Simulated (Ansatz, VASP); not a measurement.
## LiH: VASP beside Ansatz

```
Li H
1.0
     0.00000    1.96250    1.96250
     1.96250    0.00000    1.96250
     1.96250    1.96250    0.00000
Li H
1 1
Cartesian
  0.0000 0.0000 0.0000
  1.9625 1.9625 1.9625
```

Alike in both runs: task single point; functional PBE; k mesh 10 × 10 × 10; no spin polarisation.

```csv
,VASP,Ansatz
version,VASP 6.6.1,Ansatz 0.2.0
potentials or method,"VASP PAW PBE potentials, release 64 (Li_sv, H)","plane waves, PAW"
plane-wave cutoff (eV),750,420
occupations,"gaussian, width 0.01 eV",fixed
valence electrons in the cell,4,4
```

VASP gave:

* gap on the k mesh at the Fermi level (eV): 2.93
* pressure (GPa): 2.3

Question: Estimate Ansatz's values.

Answer: gap on the k mesh at the Fermi level (eV): 2.93; pressure (GPa): 2.5.
